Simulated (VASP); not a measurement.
# NaF (Fm-3m) in VASP: notebook

The runs below take NaF through electric field gradients, with PBE.

All numbers are computed with VASP 6.6.1; they aren't measurements. Logs are shortened: lines on timing, memory, paths and dates and some standing lists are left out, and cuts for length are marked.

**1. The cell of the first run**

It takes space group Fm-3m (No. 225, cubic). The conventional cell has a = 4.553 Å, b = 4.553 Å, c = 4.553 Å, α = 90.00°, β = 90.00°, γ = 90.00°. Within 3.0 Å of Na (site symmetry m-3m) lie 6 F at 2.28 Å. F (site symmetry m-3m) has 6 Na at 2.28 Å within 3.0 Å.

**2. Electric field gradients, PBE (volume scaled by 0.9405)**

INCAR

```
PREC = Accurate ; ENCUT = 520
EDIFF = 1E-8 ; ISMEAR = -1
SIGMA = 0.02 ; LREAL = F
LASPH = T ; NELM = 60
ALGO = Normal ; ISIF = 2
LWAVE = F ; LCHARG = F
GGA = PE ; LEFG = T
NBANDS = 14
```

KPOINTS

```
regular mesh
0
Gamma
  10 10 10
```

POSCAR

```
NaF
1.0
    0.0000000000      2.2762758583      2.2762758583
    2.2762758583      0.0000000000      2.2762758583
    2.2762758583      2.2762758583      0.0000000000
Na F
1 1
Direct
    0.0000000000      0.0000000000      0.0000000000
    0.5000000000      0.5000000000      0.5000000000
```

Potentials or basis: VASP PAW PBE potentials, release 64 (Na_pv, F).

The run is started by

```console
$ cat potpaw_PBE.64/Na_pv/POTCAR potpaw_PBE.64/F/POTCAR > POTCAR
$ mpirun -np 1 vasp_std > vasp.out
```

OUTCAR:

```text
PREC = Accurate
   ENCUT = 520
   EDIFF = 1E-8
   ISMEAR = -1
   LREAL = F
   LASPH = T
   NELM = 60
   ISIF = 2
   GGA = PE

 ion  position               nearest neighbor table
   1  0.000  0.000  0.000-   2 2.28   2 2.28   2 2.28   2 2.28   2 2.28   2 2.28
   2  0.500  0.500  0.500-   1 2.28   1 2.28   1 2.28   1 2.28   1 2.28   1 2.28

  LATTYP: Found a face centered cubic cell.
 ALAT       =     4.5525517166

  Lattice vectors:

 A1 = (   0.0000000000,   2.2762758583,   2.2762758583)
 A2 = (   2.2762758583,   0.0000000000,   2.2762758583)
 A3 = (   2.2762758583,   2.2762758583,   0.0000000000)

Analysis of symmetry for initial positions (statically):
=====================================================================
 Subroutine PRICEL returns:
 Original cell was already a primitive cell.

 Routine SETGRP: Setting up the symmetry group for a
 face centered cubic supercell.

 Subroutine GETGRP returns: Found 48 space group operations
 (whereof 48 operations were pure point group operations)
 out of a pool of 48 trial point group operations.

The static configuration has the point symmetry O_h .

Analysis of symmetry for dynamics (positions and initial velocities):
=====================================================================
 Subroutine PRICEL returns:
 Original cell was already a primitive cell.

 Routine SETGRP: Setting up the symmetry group for a
 face centered cubic supercell.

 Subroutine GETGRP returns: Found 48 space group operations
 (whereof 48 operations were pure point group operations)
 out of a pool of 48 trial point group operations.

The dynamic configuration has the point symmetry O_h .

 Subroutine INISYM returns: Found 48 space group operations
 (whereof 48 operations are pure point group operations),
 and found     1 'primitive' translations

----------------------------------------------------------------------------------------

                                     Primitive cell

  volume of cell :      23.5887

  direct lattice vectors                    reciprocal lattice vectors
     0.000000000  2.276275858  2.276275858    -0.219657032  0.219657032  0.219657032
     2.276275858  0.000000000  2.276275858     0.219657032 -0.219657032  0.219657032
     2.276275858  2.276275858  0.000000000     0.219657032  0.219657032 -0.219657032

  length of vectors
     3.219140191  3.219140191  3.219140191     0.380457140  0.380457140  0.380457140

  position of ions in fractional coordinates (direct lattice)
     0.000000000  0.000000000  0.000000000
     0.500000000  0.500000000  0.500000000

  ion indices of the primitive-cell ions
   primitive index   ion index
                 1           1
                 2           2

----------------------------------------------------------------------------------------

 KPOINTS: regular mesh

Automatic generation of k-mesh.
 Grid dimensions read from file:
 generate k-points for:   10   10   10

 Generating k-lattice:

  Cartesian coordinates                     Fractional coordinates (reciprocal lattice)
    -0.021965703  0.021965703  0.021965703     0.100000000  0.000000000  0.000000000
     0.021965703 -0.021965703  0.021965703     0.000000000  0.100000000  0.000000000
     0.021965703  0.021965703 -0.021965703     0.000000000  0.000000000  0.100000000

  Length of vectors
     0.038045714  0.038045714  0.038045714

  Shift w.r.t. Gamma in fractional coordinates (k-lattice)
     0.000000000  0.000000000  0.000000000

 Subroutine IBZKPT returns following result:
 ===========================================

 Found     47 irreducible k-points:

 Following reciprocal coordinates:
            Coordinates               Weight
  0.000000  0.000000  0.000000      1.000000
  0.100000  0.000000  0.000000      8.000000
  0.200000  0.000000  0.000000      8.000000
  0.300000  0.000000  0.000000      8.000000
  0.400000  0.000000  0.000000      8.000000
  0.500000  0.000000  0.000000      4.000000
[... 16 lines left out ...]
  0.300000  0.300000  0.000000      6.000000
  0.400000  0.300000  0.000000     24.000000
 [... further k-points ...]
   k-points           NKPTS =     47   k-points in BZ     NKDIM =     47   number of bands    NBANDS=     14
   number of dos      NEDOS =    301   number of ions     NIONS =      2
   total plane-waves  NPLWV =  13824
   dimension x,y,z NGX =    24 NGY =   24 NGZ =   24
   dimension x,y,z NGXF=    48 NGYF=   48 NGZF=   48
   ions per type =               1   1
   NGX,Y,Z   is equivalent  to a cutoff of  12.39, 12.39, 12.39 a.u.
   NGXF,Y,Z  is equivalent  to a cutoff of  24.79, 24.79, 24.79 a.u.
 SYSTEM =  unknown system
   PREC   = accura    normal or accurate (medium, high low for compatibility)
   ISTART =      0    job   : 0-new  1-cont  2-samecut
   ICHARG =      2    charge: 1-file 2-atom 10-const
   ISPIN  =      1    spin polarized calculation?
   LNONCOLLINEAR =      F non collinear calculations
   LSORBIT =      F    spin-orbit coupling
   LASPH  =      T    aspherical Exc in radial PAW
   ENCUT  =  520.0 eV  38.22 Ry    6.18 a.u.   5.99  5.99  5.99*2*pi/ulx,y,z
   NELM   =     60;   NELMIN=  2; NELMDL= -5     # of ELM steps
   EDIFF  = 0.1E-07   stopping-criterion for ELM
   LREAL  =      F    real-space projection
   EDIFFG = 0.1E-06   stopping-criterion for IOM
   NSW    =      0    number of steps for IOM
   IBRION =     -1    ionic relax: 0-MD 1-quasi-New 2-CG
   NFREE  =      0    steps in history (QN), initial steepest desc. (CG)
   ISIF   =      2    stress and relaxation
   ISYM   =      2    0-nonsym 1-usesym 2-fastsym
   POTIM  = 0.5000    time-step for ionic-motion
   TEBEG  =    0.0;   TEEND  =   0.0 temperature during run
   PSTRESS=    0.0 pullay stress
   NELECT =      14.0000    total number of electrons
   NUPDOWN=      -1.0000    fix difference up-down
   EMIN   =  10.00;   EMAX   =-10.00  energy-range for DOS
   EFERMI =   0.00;   METHOD = LEGACY
   ISMEAR =    -1;   SIGMA  =   0.02  broadening in eV -4-tet -1-fermi 0-gaus
   EFERMI_NEDOS =   21; number of points for ismear=-14 and -15
   IALGO  =     38    algorithm
   IMIX   =      4    mixing-type and parameters
     AMIX     =   0.40;   BMIX     =  1.00
     AMIX_MAG =   1.60;   BMIX_MAG =  1.00
  volume/ion in A,a.u.               =      11.79        79.59
  Fermi-wavevector in a.u.,A,eV,Ry     =   1.375781  2.599849 25.752742  1.892773
  Thomas-Fermi vector in A             =   2.501085
   LORBIT       =      0    0 simple, 1 ext, 2 COOP (PROOUT), +10 PAW based schemes
   GGA     = PE    functional components
   LHFCALC =     F    Hartree Fock is set to
   AEXX    =    0.0000 exact exchange contribution
   IVDW    =     0    specifies the selected vdW correction
   LEPSILON=     F    determine dielectric tensor
   LRPA    =     F    only Hartree local field effects (RPA)
 non-spin polarized calculation
  energy-cutoff  :      520.00
  volume of cell :       23.59
 maximum number of plane-waves:       647
   NGX = 11   NGY = 11   NGZ = 11

 number of electron      14.0000003 magnetization

 Free energy of the ion-electron system (eV)
  ---------------------------------------------------
  ext. energy  EPLUGINS =         0.00000000
  ---------------------------------------------------
  free energy    TOTEN  =        -8.53050043 eV

  energy without entropy =       -8.53050043  energy(sigma->0) =       -8.53050043

 E-fermi :  -1.3989     XC(G=0):  -9.4117

 val. band max:       -1.8422232950   @ k =   0.0000   0.0000   0.0000
 cond. band min:       4.7547510868   @ k =   0.0000   0.0000   0.0000
 fundamental gap:      6.5969743818
 Fermi energy:        -1.3989349826

 k-point     1 :       0.0000    0.0000    0.0000
  band No.  band energies     occupation
      1     -21.1092      2.00000
      2     -20.6339      2.00000
      3     -20.6339      2.00000
      4     -20.6339      2.00000
      5      -1.8422      2.00000
      6      -1.8422      2.00000
      7      -1.8422      2.00000
      8       4.7548      0.00000
      9      17.5158      0.00000
     10      17.5158      0.00000
     11      17.5158      0.00000
     12      20.4909      0.00000
     13      22.7277      0.00000
     14      22.7277      0.00000
[... 375 lines left out ...]
 k-point    24 :       0.4000    0.3000    0.0000
  band No.  band energies     occupation
      1     -21.3010      2.00000
      2     -20.6912      2.00000
      3     -20.6814      2.00000
      4     -20.3042      2.00000
      5      -3.0979      2.00000
      6      -2.2514      2.00000
      7      -2.1913      2.00000
      8       9.1505      0.00000
      9      12.2363      0.00000
     10      15.4617      0.00000
     11      18.4028      0.00000
     12      18.4542      0.00000
     13      24.4369      0.00000
     14      25.4704      0.00000

 [... further k-points ...]
[... 5 lines left out ...]
  --------------------------------------------------------------------------------------
  -------------------------------------------------------------------------------------
  Total        0.7804850      0.7804850      0.7804850     -0.0000000      0.0000000      0.0000000
  in kB       53.0115473     53.0115473     53.0115473     -0.0000000      0.0000000      0.0000000
  external PRESSURE =      53.0115473 kB  Pullay stress =       0.0000000 kB

 VOLUME and BASIS-vectors are now :
 -----------------------------------------------------------------------------
  energy-cutoff  :      520.00
  volume of cell :       23.59
      direct lattice vectors                 reciprocal lattice vectors
     0.000000000  2.276275858  2.276275858    -0.219657032  0.219657032  0.219657032
     2.276275858  0.000000000  2.276275858     0.219657032 -0.219657032  0.219657032
     2.276275858  2.276275858  0.000000000     0.219657032  0.219657032 -0.219657032

 POSITION                                       TOTAL-FORCE (eV/Angst)
 -----------------------------------------------------------------------------------
      0.00000      0.00000      0.00000        -0.000000     -0.000000     -0.000000
      2.27628      2.27628      2.27628         0.000000      0.000000      0.000000
 -----------------------------------------------------------------------------------
    total drift:                                0.000000     -0.000000      0.000000

  FREE ENERGIE OF THE ION-ELECTRON SYSTEM (eV)
  ---------------------------------------------------
  free  energy   TOTEN  =        -8.5305004283 eV

  energy  without entropy=       -8.5305004283  energy(sigma->0) =       -8.53050043

 Electric field gradients (V/A^2)
---------------------------------------------------------------------
 ion       V_xx      V_yy      V_zz      V_xy      V_xz      V_yz
---------------------------------------------------------------------
   1       0.000     0.000     0.000    -0.003    -0.003    -0.003
   2      -0.000     0.000     0.000     0.006     0.006     0.006
---------------------------------------------------------------------

 Electric field gradients after diagonalization (V/A^2)
 (convention: |V_zz| > |V_xx| > |V_yy|)
----------------------------------------------------------------------
 ion       V_xx      V_yy      V_zz     asymmetry (V_yy - V_xx)/ V_zz
----------------------------------------------------------------------
   1       0.003     0.003    -0.005       0.000
   2      -0.006    -0.006     0.013       0.000
----------------------------------------------------------------------

           NMR quadrupolar parameters

 Cq : quadrupolar parameter    Cq=e*Q*V_zz/h
 eta: asymmetry parameters     (V_yy - V_xx)/ V_zz
 Q  : nuclear electric quadrupole moment in mb (millibarn)
----------------------------------------------------------------------
 ion       Cq(MHz)       eta       Q (mb)
----------------------------------------------------------------------
   1      -0.000       0.000       1.000
   2       0.000       0.000       1.000
----------------------------------------------------------------------
```

Run time: 5.2 s. Hardware: 1 thread of Intel Xeon 6975P-C (Granite Rapids), shared host; peak memory 0.13 GiB.

What came out:

| Quantity | Value |
| --- | --- |
| Free energy | -8.5305 eV |
| Pressure | 5.3 GPa |
| Band gap on the k mesh | 6.60 eV, direct |

Caveat: without QUAD_EFG the Cq values of the log hold for a quadrupole moment of 1 mb, not for the nuclei.

**3. Electric field gradients, PBE (volume scaled by 0.9405)**

INCAR

```
SYSTEM = NaF
  ALGO = Normal
  EDIFF = 1E-8
  ENCUT = 520
  GGA = PE
  ISIF = 2
  ISMEAR = -1
  LASPH = .TRUE.
  LCHARG = .FALSE.
  LEFG = .TRUE.
  LREAL = .FALSE.
  LWAVE = .FALSE.
  NBANDS = 14
  NELM = 60
  PREC = Accurate
  SIGMA = 0.02
```

KPOINTS

```
k-points
0
G
  10 10 10
  0 0 0
```

POSCAR is that of step 2.

Potentials or basis: VASP PAW PBE potentials, release 64 (Na_pv, F).

The run is started by

```console
$ cat potpaw_PBE.64/Na_pv/POTCAR potpaw_PBE.64/F/POTCAR > POTCAR
$ mpirun -np 1 vasp_std > vasp.out
```

OUTCAR:

```text
SYSTEM = NaF
   EDIFF = 1E-8
   ENCUT = 520
   GGA = PE
   ISIF = 2
   ISMEAR = -1
   LASPH = .TRUE.
   LREAL = .FALSE.
   NELM = 60
   PREC = Accurate

 ion  position               nearest neighbor table
   1  0.000  0.000  0.000-   2 2.28   2 2.28   2 2.28   2 2.28   2 2.28   2 2.28
   2  0.500  0.500  0.500-   1 2.28   1 2.28   1 2.28   1 2.28   1 2.28   1 2.28

  LATTYP: Found a face centered cubic cell.
 ALAT       =     4.5525517166

  Lattice vectors:

 A1 = (   0.0000000000,   2.2762758583,   2.2762758583)
[... 620 lines left out ...]
  ---------------------------------------------------
  free  energy   TOTEN  =        -8.5305004283 eV

  energy  without entropy=       -8.5305004283  energy(sigma->0) =       -8.53050043

 Electric field gradients (V/A^2)
---------------------------------------------------------------------
 ion       V_xx      V_yy      V_zz      V_xy      V_xz      V_yz
---------------------------------------------------------------------
   1       0.000     0.000     0.000    -0.003    -0.003    -0.003
   2      -0.000     0.000     0.000     0.006     0.006     0.006
---------------------------------------------------------------------

 Electric field gradients after diagonalization (V/A^2)
 (convention: |V_zz| > |V_xx| > |V_yy|)
----------------------------------------------------------------------
 ion       V_xx      V_yy      V_zz     asymmetry (V_yy - V_xx)/ V_zz
----------------------------------------------------------------------
   1       0.003     0.003    -0.005       0.000
   2      -0.006    -0.006     0.013       0.000
----------------------------------------------------------------------

           NMR quadrupolar parameters

 Cq : quadrupolar parameter    Cq=e*Q*V_zz/h
 eta: asymmetry parameters     (V_yy - V_xx)/ V_zz
 Q  : nuclear electric quadrupole moment in mb (millibarn)
----------------------------------------------------------------------
 ion       Cq(MHz)       eta       Q (mb)
----------------------------------------------------------------------
   1      -0.000       0.000       1.000
   2       0.000       0.000       1.000
----------------------------------------------------------------------
```

OSZICAR:

```text
N       E                     dE             d eps       ncg     rms          rms(c)
DAV:   1     0.108226025358E+03    0.10823E+03   -0.79013E+03  1336   0.124E+03
DAV:   2    -0.435757089045E+01   -0.11258E+03   -0.10472E+03  1418   0.341E+02
DAV:   3    -0.938360591623E+01   -0.50260E+01   -0.50177E+01  1634   0.670E+01
DAV:   4    -0.942020801343E+01   -0.36602E-01   -0.36601E-01  1424   0.610E+00
DAV:   5    -0.942057227679E+01   -0.36426E-03   -0.36426E-03  1658   0.610E-01    0.543E+00
DAV:   6    -0.853755900671E+01    0.88301E+00   -0.29944E+00  1574   0.152E+01    0.178E+00
DAV:   7    -0.852866493123E+01    0.88941E-02   -0.29216E-02  1364   0.205E+00    0.105E+00
DAV:   8    -0.853002736184E+01   -0.13624E-02   -0.26792E-02  1382   0.312E+00    0.142E-01
DAV:   9    -0.853054830898E+01   -0.52095E-03   -0.35899E-03  1740   0.570E-01    0.104E-01
DAV:  10    -0.853049739305E+01    0.50916E-04   -0.59626E-04  1406   0.304E-01    0.150E-02
DAV:  11    -0.853050016364E+01   -0.27706E-05   -0.19363E-05  1544   0.530E-02    0.198E-03
DAV:  12    -0.853050041396E+01   -0.25033E-06   -0.99177E-07  1454   0.102E-02    0.171E-03
DAV:  13    -0.853050036916E+01    0.44803E-07   -0.25380E-07  1460   0.488E-03    0.739E-04
DAV:  14    -0.853050040067E+01   -0.31509E-07   -0.39309E-08  1514   0.242E-03    0.804E-05
DAV:  15    -0.853050041905E+01   -0.18383E-07   -0.24608E-09   862   0.458E-04    0.543E-05
DAV:  16    -0.853050042835E+01   -0.92930E-08   -0.30342E-10   754   0.167E-04
   1 F= -.85305004E+01 E0= -.85305004E+01  d E =-.213656E-11
```

stdout:

```text
POSCAR found type information on POSCAR NaF
 POSCAR found :  2 types and       2 ions
 scaLAPACK will be used
 LDA part: xc-table for (Slater+PW92), standard interpolation
 POSCAR, INCAR and KPOINTS ok, starting setup
 FFT: planning ... GRIDC
 FFT: planning ... GRID_SOFT
 FFT: planning ... GRID
 WAVECAR not read
 entering main loop
ion   1

ion   2
```

Wall time 5.1 s (1 thread of Intel Xeon 6975P-C (Granite Rapids), shared host); peak memory 0.13 GiB.

What came out:

```
Free energy            : -8.5305 eV
Pressure               : 5.3 GPa
Band gap on the k mesh : 6.60 eV, direct
```

Levels at points of the mesh, in eV from the valence-band top:
```csv
k point,band 3,band 4,band 5,band 6,band 7,band 8,band 9,band 10,band 11,band 12
"(0.00, 0.00, 0.00)",-18.79,-18.79,0.00,0.00,0.00,6.60,19.36,19.36,19.36,22.33
"(0.50, 0.00, 0.00)",-18.81,-18.03,-1.71,-0.28,-0.28,11.12,12.93,20.70,20.70,23.56
"(0.50, 0.50, 0.00)",-18.86,-18.86,-1.36,-0.43,-0.43,13.49,13.60,14.14,20.47,20.47
```

Caveat: without QUAD_EFG the Cq values of the log hold for a quadrupole moment of 1 mb, not for the nuclei. A k mesh can miss the band edges.

(Part 1 of 3 ends here.)
